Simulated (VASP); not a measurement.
# Cu (Im-3m) in VASP: notebook, part 2 of 2

VASP 6.6.1. The steps go on from the part before.

**3. Relaxation of cell and atoms, PBE, target pressure 120 GPa, at which the enthalpy is minimised**

This run uses another cell than the first one, of 8.41 Å³/atom, 1.003 times its volume.

INCAR

```
ALGO = Normal
EDIFF = 1E-6
EDIFFG = -0.005
ENCUT = 600
GGA = PE
IBRION = 2
ISIF = 3
ISMEAR = -1
LASPH = True
LCHARG = False
LREAL = False
LWAVE = False
NELM = 60
NSW = 32
PREC = Accurate
PSTRESS = 1200.0
SIGMA = 0.05
```

KPOINTS

```
k-points
0
Gamma
  21 21 21
```

POSCAR

```
Cu
1.0
   -1.2811543121      1.2811543121      1.2811543121
    1.2811543121     -1.2811543121      1.2811543121
    1.2811543121      1.2811543121     -1.2811543121
Cu
1
Direct
    0.0000000000      0.0000000000      0.0000000000
```

Potentials or basis: VASP PAW PBE potentials, release 64 (Cu).

Command:

```bash
cat potpaw_PBE.64/Cu/POTCAR > POTCAR
mpirun -np 1 vasp_std > vasp.out
```

OUTCAR:

```text
EDIFF = 1E-6
   EDIFFG = -0.005
   ENCUT = 600
   GGA = PE
   IBRION = 2
   ISIF = 3
   ISMEAR = -1
   LASPH = True
   LREAL = False
   NELM = 60
   NSW = 32
   PREC = Accurate
   PSTRESS = 1200.0

 ion  position               nearest neighbor table
   1  0.000  0.000  0.000-

  LATTYP: Found a body centered cubic cell.
 ALAT       =     2.5623086242

  Lattice vectors:

 A1 = (  -1.2811543121,   1.2811543121,   1.2811543121)
 A2 = (   1.2811543121,  -1.2811543121,   1.2811543121)
 A3 = (   1.2811543121,   1.2811543121,  -1.2811543121)

Analysis of symmetry for initial positions (statically):
=====================================================================
 Subroutine PRICEL returns:
 Original cell was already a primitive cell.

 Routine SETGRP: Setting up the symmetry group for a
 body centered cubic supercell.

 Subroutine GETGRP returns: Found 48 space group operations
 (whereof 48 operations were pure point group operations)
 out of a pool of 48 trial point group operations.

The static configuration has the point symmetry O_h .

Analysis of symmetry for dynamics (positions and initial velocities):
=====================================================================
 Subroutine PRICEL returns:
 Original cell was already a primitive cell.

 Routine SETGRP: Setting up the symmetry group for a
 body centered cubic supercell.

 Subroutine GETGRP returns: Found 48 space group operations
 (whereof 48 operations were pure point group operations)
 out of a pool of 48 trial point group operations.

The dynamic configuration has the point symmetry O_h .

 Subroutine INISYM returns: Found 48 space group operations
 (whereof 48 operations are pure point group operations),
 and found     1 'primitive' translations

----------------------------------------------------------------------------------------

                                     Primitive cell

  volume of cell :       8.4113

  direct lattice vectors                    reciprocal lattice vectors
    -1.281154312  1.281154312  1.281154312     0.000000000  0.390273049  0.390273049
     1.281154312 -1.281154312  1.281154312     0.390273049  0.000000000  0.390273049
     1.281154312  1.281154312 -1.281154312     0.390273049  0.390273049  0.000000000

  length of vectors
     2.219024361  2.219024361  2.219024361     0.551929439  0.551929439  0.551929439

  position of ions in fractional coordinates (direct lattice)
     0.000000000  0.000000000  0.000000000

  ion indices of the primitive-cell ions
   primitive index   ion index
                 1           1

----------------------------------------------------------------------------------------

 KPOINTS: k-points

Automatic generation of k-mesh.
 Grid dimensions read from file:
 generate k-points for:   21   21   21

 Generating k-lattice:

  Cartesian coordinates                     Fractional coordinates (reciprocal lattice)
     0.000000000  0.018584431  0.018584431     0.047619048  0.000000000  0.000000000
     0.018584431  0.000000000  0.018584431     0.000000000  0.047619048  0.000000000
     0.018584431  0.018584431  0.000000000     0.000000000  0.000000000  0.047619048

  Length of vectors
     0.026282354  0.026282354  0.026282354

  Shift w.r.t. Gamma in fractional coordinates (k-lattice)
     0.000000000  0.000000000  0.000000000

 Subroutine IBZKPT returns following result:
 ===========================================

 Found    286 irreducible k-points:

 Following reciprocal coordinates:
            Coordinates               Weight
  0.000000  0.000000  0.000000      1.000000
  0.047619  0.000000  0.000000     12.000000
  0.095238  0.000000  0.000000     12.000000
  0.142857  0.000000  0.000000     12.000000
  0.190476  0.000000  0.000000     12.000000
  0.238095  0.000000  0.000000     12.000000
[... 16 lines left out ...]
  0.142857  0.095238  0.000000     48.000000
  0.190476  0.095238  0.000000     48.000000
 [... further k-points ...]
   k-points           NKPTS =    286   k-points in BZ     NKDIM =    286   number of bands    NBANDS=      9
   number of dos      NEDOS =    301   number of ions     NIONS =      1
   total plane-waves  NPLWV =   5832
   dimension x,y,z NGX =    18 NGY =   18 NGZ =   18
   dimension x,y,z NGXF=    36 NGYF=   36 NGZF=   36
   ions per type =               1
   NGX,Y,Z   is equivalent  to a cutoff of  13.49, 13.49, 13.49 a.u.
   NGXF,Y,Z  is equivalent  to a cutoff of  26.97, 26.97, 26.97 a.u.
 SYSTEM =  unknown system
   PREC   = accura    normal or accurate (medium, high low for compatibility)
   ISTART =      0    job   : 0-new  1-cont  2-samecut
   ICHARG =      2    charge: 1-file 2-atom 10-const
   ISPIN  =      1    spin polarized calculation?
   LNONCOLLINEAR =      F non collinear calculations
   LSORBIT =      F    spin-orbit coupling
   LASPH  =      T    aspherical Exc in radial PAW
   ENCUT  =  600.0 eV  44.10 Ry    6.64 a.u.   4.43  4.43  4.43*2*pi/ulx,y,z
   NELM   =     60;   NELMIN=  2; NELMDL= -5     # of ELM steps
   EDIFF  = 0.1E-05   stopping-criterion for ELM
   LREAL  =      F    real-space projection
   EDIFFG = -.5E-02   stopping-criterion for IOM
   NSW    =     32    number of steps for IOM
   IBRION =      2    ionic relax: 0-MD 1-quasi-New 2-CG
   NFREE  =      1    steps in history (QN), initial steepest desc. (CG)
   ISIF   =      3    stress and relaxation
   ISYM   =      2    0-nonsym 1-usesym 2-fastsym
   POTIM  = 0.5000    time-step for ionic-motion
   TEBEG  =    0.0;   TEEND  =   0.0 temperature during run
   PSTRESS= 1200.0 pullay stress
   NELECT =      11.0000    total number of electrons
   NUPDOWN=      -1.0000    fix difference up-down
   EMIN   =  10.00;   EMAX   =-10.00  energy-range for DOS
   EFERMI =   0.00;   METHOD = LEGACY
   ISMEAR =    -1;   SIGMA  =   0.05  broadening in eV -4-tet -1-fermi 0-gaus
   EFERMI_NEDOS =   21; number of points for ismear=-14 and -15
   IALGO  =     38    algorithm
   IMIX   =      4    mixing-type and parameters
     AMIX     =   0.40;   BMIX     =  1.00
     AMIX_MAG =   1.60;   BMIX_MAG =  1.00
  volume/ion in A,a.u.               =       8.41        56.76
  Fermi-wavevector in a.u.,A,eV,Ry     =   1.790266  3.383113 43.607396  3.205053
  Thomas-Fermi vector in A             =   2.853072
   LORBIT       =      0    0 simple, 1 ext, 2 COOP (PROOUT), +10 PAW based schemes
   GGA     = PE    functional components
   LHFCALC =     F    Hartree Fock is set to
   AEXX    =    0.0000 exact exchange contribution
   IVDW    =     0    specifies the selected vdW correction
   LEPSILON=     F    determine dielectric tensor
   LRPA    =     F    only Hartree local field effects (RPA)
 conjugate gradient relaxation of ions
 non-spin polarized calculation
  energy-cutoff  :      600.00
  volume of cell :        8.41
 maximum number of plane-waves:       321
 NGX is ok and might be reduce to    18
   NGX =  9   NGY =  9   NGZ =  9

--------------------------------------- Ionic step        1  -------------------------------------------

 number of electron      10.9999986 magnetization

 Free energy of the ion-electron system (eV)
  ---------------------------------------------------
  ext. energy  EPLUGINS =         0.00000000
  ---------------------------------------------------
  free energy    TOTEN  =        -2.73161396 eV

  energy without entropy =       -2.72989056  energy(sigma->0) =       -2.73075226

------------------------ aborting loop because EDIFF is reached ----------------------------------------

  FORCE on cell =-STRESS in cart. coord.  units (eV):
  Direction    XX          YY          ZZ          XY          YZ          ZX
  --------------------------------------------------------------------------------------
  -------------------------------------------------------------------------------------
  Total        6.3490637      6.3490637      6.3490637     -0.0000000     -0.0000000      0.0000000
  in kB     1209.3609721   1209.3609721   1209.3609721     -0.0000000     -0.0000000      0.0000000
  external PRESSURE =       9.3609721 kB  Pullay stress =    1200.0000000 kB
[... 135 lines left out ...]
--------------------------------------- Ionic step        5  -------------------------------------------

 number of electron      10.9999987 magnetization

 Free energy of the ion-electron system (eV)
  ---------------------------------------------------
  ext. energy  EPLUGINS =         0.00000000
  ---------------------------------------------------
  free energy    TOTEN  =        -2.73938295 eV

  energy without entropy =       -2.73765622  energy(sigma->0) =       -2.73851959

 E-fermi :  12.6959     XC(G=0): -14.8182

 val. band max:       12.6910376368   @ k =   0.2381   0.2381   0.0000
 cond. band min:      12.8080492474   @ k =  -0.3810   0.4286   0.1429
 fundamental gap:      0.1170116106
 Fermi energy:        12.6959137627

 k-point     1 :       0.0000    0.0000    0.0000
  band No.  band energies     occupation
      1       0.3810      2.00000
      2       8.2014      2.00000
      3       8.2014      2.00000
      4       8.2014      2.00000
      5       9.8547      2.00000
      6       9.8547      2.00000
      7      40.8974      0.00000
      8      40.8974      0.00000
      9      40.8974      0.00000
[... 265 lines left out ...]
 k-point    24 :       0.1905    0.0952    0.0000
  band No.  band energies     occupation
      1       3.2213      2.00000
      2       7.6346      2.00000
      3       7.8570      2.00000
      4       9.5068      2.00000
      5       9.6707      2.00000
      6      10.0073      2.00000
      7      30.3397      0.00000
      8      33.9519      0.00000
      9      38.4512      0.00000

 [... further k-points ...]
[... 5 lines left out ...]
  --------------------------------------------------------------------------------------
  -------------------------------------------------------------------------------------
  Total        6.3096853      6.3096853      6.3096853      0.0000000      0.0000000      0.0000000
  in kB     1200.3860120   1200.3860120   1200.3860120      0.0000000      0.0000000      0.0000000
  external PRESSURE =       0.3860120 kB  Pullay stress =    1200.0000000 kB
[... 20 lines left out ...]
  energy  without entropy=       -2.7376562221  energy(sigma->0) =       -2.73851959

  enthalpy is  TOTEN    =         3.5682732953 eV   P V=        6.3076562455

 reached required accuracy - stopping structural energy minimisation
```

CONTCAR:

```text
Cu
   1.00000000000000
    -1.2816785636754551    1.2816785636754551    1.2816785636754551
     1.2816785636754551   -1.2816785636754551    1.2816785636754551
     1.2816785636754551    1.2816785636754551   -1.2816785636754551
  Cu
     1
Direct
     0.0000000000000000    0.0000000000000000    0.0000000000000000

  0.00000000E+00  0.00000000E+00  0.00000000E+00
```

Run time: 49 s. Hardware: 1 thread of AMD EPYC 7R43 (Zen 3), shared host; peak memory 0.11 GiB.

Results:

* Free energy: -2.7394 eV
* Relaxed volume: 8.42 Å³/atom
* Relaxed cell: a = 2.220 Å, b = 2.220 Å, c = 2.220 Å, α = 109.47°, β = 109.47°, γ = 109.47°
* Space group after relaxing (to 0.05 Å): Im-3m (No. 229)
* Energy change on relaxing (the enthalpy is what falls): -7.8 meV/atom
* Ionic steps: 5
* Pressure after relaxing: 120.0 GPa

The path:
| step | energy change (eV) | largest force (eV/Å) | pressure (GPa) | volume (Å³) |
| --- | --- | --- | --- | --- |
| 1 | 0.0000 | 0.0000 | 120.94 | 8.41 |
| 2 | -0.0444 | 0.0000 | 116.79 | 8.47 |
| 3 | -0.0081 | 0.0000 | 119.86 | 8.42 |
| 4 | -0.0070 | 0.0000 | 120.36 | 8.42 |
| 5 | -0.0078 | 0.0000 | 120.04 | 8.42 |

Final structure:
```
CELL_PARAMETERS angstrom
-1.28168 1.28168 1.28168
1.28168 -1.28168 1.28168
1.28168 1.28168 -1.28168
ATOMIC_POSITIONS crystal
Cu 0.00000 0.00000 0.00000
```

Caveat: the cell is relaxed towards a set pressure, so the enthalpy falls and the energy may rise.
